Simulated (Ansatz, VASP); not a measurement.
# Ni in VASP and in Ansatz

The input INCAR:

```
SYSTEM = Ni
PREC = Accurate
ENCUT = 520
EDIFF = 1E-7
ISMEAR = 0
SIGMA = 0.15
LREAL = .FALSE.
LASPH = .TRUE.
NELM = 150
ALGO = Normal
ISIF = 2
LWAVE = .FALSE.
LCHARG = .FALSE.
ISPIN = 2
MAGMOM = 0.81
LORBIT = 11
LMAXMIX = 4
GGA = PE
NBANDS = 15
```

Contents of KPOINTS:

```
Automatic mesh
0
G
  22 22 22
  0 0 0
```

The input POSCAR:

```
Ni
1.0
    0.0000000000      1.6353537500      1.6353537500
    1.7679500000     -0.1325962500      1.7679500000
    1.7679500000      1.7679500000     -0.1325962500
Ni
1
Direct
    0.0000000000      0.0000000000      0.0000000000
```

Input for Ansatz:

```yaml
crystal:
  lattice:
    - [0.0, 1.63535375, 1.63535375]
    - [1.76795, -0.13259625, 1.76795]
    - [1.76795, 1.76795, -0.13259625]
  atoms:
    - { symbol: Ni, position: [0.0, 0.0, 0.0], spin: 0.81 }
basis:
  ecutwfc: 420
kpoints:
  mp_grid: { grid: [22, 22, 22] }
hamiltonian:
  xc: pbe
scf:
  occupations: { method: gaussian, width: 0.15 }
output:
  forces: true
  stress: true
  eigenvalues: true
  populations: true
magnetization:
  spin_polarized: true
```

Change from the starting cell: strain -0.1500 x Voigt [0, 0, 0, 1, 0, 0], atoms carried along.

Alike in both runs: task single point; functional PBE; k mesh 22 × 22 × 22; occupations gaussian, width 0.15 eV; collinear spin.

|  | VASP | Ansatz |
| --- | --- | --- |
| version | VASP 6.6.1 | Ansatz 0.2.0 |
| potentials or method | VASP PAW PBE potentials, release 64 (Ni), cutoff 520 eV | scalar-relativistic, plane waves, PAW |
| valence electrons in the cell | 10 | 18 |

VASP gave:

| Item | Value |
| --- | --- |
| gap on the k mesh at the Fermi level (eV) | none |
| pressure (GPa) | 2.1 |
| traceless stress, the component that is largest in VASP (GPa) | 19.08 |
| net moment per atom (μB) | 0.62 |
| size of the moment on the site where the two differ most (μB) | 0.63 |

Which values does Ansatz return?

gap on the k mesh at the Fermi level (eV): none; pressure (GPa): 2.2; traceless stress, the component that is largest in VASP (GPa): 19.46; net moment per atom (μB): 0.63; size of the moment on the site where the two differ most (μB): 0.67.

Site moments also hang on the region over which each program counts them. A gap of «none» marks a metal or a gap that the smearing closes. VASP's potentials hold 10 valence electrons a cell and Ansatz's 18, so a difference there can come from the potentials and not from the codes.
